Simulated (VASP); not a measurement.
## BaTiO3: single point with PBE+U

Crystal: BaTiO3.

```
CELL_PARAMETERS angstrom
2.83410 1.63627 2.31806
-2.83410 1.63627 2.31806
0.00000 -3.27253 2.31806
ATOMIC_POSITIONS crystal
Ba 0.99980 0.99980 0.99980
Ti 0.50664 0.50664 0.50664
O 0.49218 0.49218 0.98791
O 0.49218 0.98791 0.49218
O 0.98791 0.49218 0.49218
```

```
Program             : VASP 6.6.1
Task                : single point
Functional          : PBE
Potentials or basis : VASP PAW PBE potentials, release 64 (Ba_sv, Ti_sv, O_h)
Cutoff              : 1340 eV
k mesh              : 6 × 6 × 6
Occupations         : gaussian, width 0.02 eV
Spin                : no spin polarisation
Hubbard terms       : Ti d U = 4.0 eV
```

- Pressure: 6.9 GPa
- Largest force: 0.393 eV/Å
- Band gap on the k mesh: 2.41 eV (least direct gap 2.69 eV)

Forces on the atoms (eV/Å):
```
Ba   0.000  0.000 -0.028
Ti   0.000  0.000 -0.393
O    0.000 -0.189  0.140
O   -0.163  0.094  0.140
O    0.163  0.094  0.140
```

Stress tensor (GPa, compression positive):
```
7.01 0.00 0.00
0.00 7.01 0.00
0.00 0.00 6.81
```

Levels at points of the mesh, in eV from the valence-band top:
| k point | band 18 | band 19 | band 20 | band 21 | band 22 | band 23 |
| --- | --- | --- | --- | --- | --- | --- |
| (0.00, 0.00, 0.00) | -0.31 | -0.27 | -0.27 | 2.41 | 2.41 | 2.46 |
| (0.50, 0.00, 0.00) | -1.67 | -0.85 | -0.82 | 2.60 | 3.99 | 4.03 |
| (0.50, 0.50, 0.00) | -0.90 | -0.88 | -0.09 | 4.03 | 4.03 | 4.43 |
| (0.50, 0.50, 0.50) | -0.01 | -0.01 | 0.00 | 4.63 | 4.67 | 4.67 |

Eigenvalues of the final occupation matrices:
| site | spin | trace | eigenvalues |
| --- | --- | --- | --- |
| site 2 d | 1 | 0.80 | 0.11 0.11 0.11 0.24 0.24 |
| site 2 d | 2 | 0.80 | 0.11 0.11 0.11 0.24 0.24 |

Wall time 120 s on 1 thread of AMD EPYC 9R45 96-Core Processor (Zen 5) (shared host), peak memory 0.45 GiB.

Caveat: the cell stands under pressure; spin-orbit coupling is left out, which moves the levels of the heavy elements. A k mesh can miss the band edges.
